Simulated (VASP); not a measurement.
A run of VASP 6.6.1:

File INCAR:

```
PREC = Accurate
ENCUT = 500
EDIFF = 1E-6
ISMEAR = 0
SIGMA = 0.05
LREAL = F
LASPH = T
NELM = 120
ALGO = Normal
ISIF = 2
LWAVE = F
LCHARG = F
GGA = PE
NBANDS = 13
GGA_COMPAT = F
```

Contents of KPOINTS:

```
regular mesh
0
Gamma
  8 8 8
```

The input POSCAR:

```
Mo
1.0
    0.0000000000      2.0014160462      2.0014160462
    2.0014160462      0.0000000000      2.0014160462
    2.0014160462      2.0014160462      0.0000000000
Mo
1
Direct
    0.0000000000      0.0000000000      0.0000000000
```

Potentials or basis: VASP PAW PBE potentials, release 64 (Mo_sv).

Launch:

```bash
$ cat potpaw_PBE.64/Mo_sv/POTCAR > POTCAR
$ mpirun -np 1 vasp_std > vasp.out
```

Hardware: 1 thread of AMD EPYC 7R43 64-Core Processor (Zen 3), on a shared host.

**Question.** Estimate the wall time of this run.

**Answer.** Run time: 11 s on 1 thread of AMD EPYC 7R43 64-Core Processor (Zen 3), on a shared host, peak memory 0.1 GiB. Counts: scf iterations 11, k points 29.
